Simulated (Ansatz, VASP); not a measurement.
**GaN: VASP beside Ansatz**

INCAR

```
ALGO     = Normal         # electronic algorithm
EDIFF    = 1E-6           # SCF threshold, eV
ENCUT    = 520            # plane-wave cutoff, eV
GGA      = PE             # functional
ISIF     = 2              # what is computed and relaxed
ISMEAR   = -1             # smearing method
LASPH    = T              # aspherical terms in the spheres
LCHARG   = T              # write CHGCAR
LELF     = T              # ELF
LREAL    = F              # projectors in reciprocal space
LVHAR    = T            
LWAVE    = F              # write WAVECAR
NBANDS   = 16             # bands
NELM     = 100            # most SCF steps
PREC     = Accurate       # precision mode
SIGMA    = 0.02           # smearing width, eV
```

Contents of KPOINTS:

```
k-points
0
Gamma
  13 13 13
```

The input POSCAR:

```
GaN
1.0
   -0.0199250000      1.9825375000      1.9825375000
    1.9825375000     -0.0199250000      1.9825375000
    1.9825375000      1.9825375000     -0.0199250000
Ga N
1 1
Direct
    0.5000000000      0.5000000000      0.5000000000
    0.0000000000      0.0000000000      0.0000000000
```

Input for Ansatz:

```yaml
crystal:
  lattice:
    - [-0.019925, 1.9825375, 1.9825375]
    - [1.9825375, -0.019925, 1.9825375]
    - [1.9825375, 1.9825375, -0.019925]
  atoms:
    - { symbol: Ga, position: [0.5, 0.5, 0.5] }
    - { symbol: "N", position: [0.0, 0.0, 0.0] }
kpoints:
  mp_grid: { grid: [13, 13, 13] }
  band_path:
    path:
      - [0.0, 0.0, 0.0]
      - [0.5, 0.5, 0.5]
      - [0.2525443832, 0.5, 0.7474556168]
      - [-0.2525443832, 0.2525443832, 0.5]
      - [0.0, 0.0, 0.5]
      - [0.0, 0.0, 0.0]
      - [-0.3762721916, 0.0, 0.3762721916]
      - [0.0, 0.3762721916, 0.6237278084]
      - [0.0, 0.5, 0.5]
    npoints: 5
scf:
  occupations: { method: fermi_dirac, width: 0.02 }
hamiltonian:
  xc: pbe
  pseudopotentials: { kind: all_electron, lapw: { basis_error: 0.001 } }
output:
  forces: true
  stress: true
  eigenvalues: true
```

Change from the starting cell: equal xy, yz and zx shear strains of -1 %.

Alike in both runs: task single point; functional PBE; k mesh 13 × 13 × 13; occupations fermi-dirac, width 0.02 eV; no spin polarisation.

|  | VASP | Ansatz |
| --- | --- | --- |
| version | VASP 6.6.1 | Ansatz 0.2.0 |
| potentials or method | VASP PAW PBE potentials, release 64 (Ga_d, N), cutoff 520 eV | all-electron LAPW, scalar-relativistic |

VASP gave:

| Property | Result |
| --- | --- |
| gap on the k mesh at the Fermi level (eV) | 1.86 |
| pressure (GPa) | 70.3 |
| traceless stress, the component that is largest in VASP (GPa) | 2.60 |

Task: Estimate Ansatz's values.

Result: gap on the k mesh at the Fermi level (eV): 1.88; pressure (GPa): 69.1; traceless stress, the component that is largest in VASP (GPa): 2.61.

Both programs put the cell under a high pressure, so it lies far from rest at this level. Ansatz ran all-electron here, and VASP with PAW potentials.

Noted on VASP's run: the cell as given lies far from equilibrium.
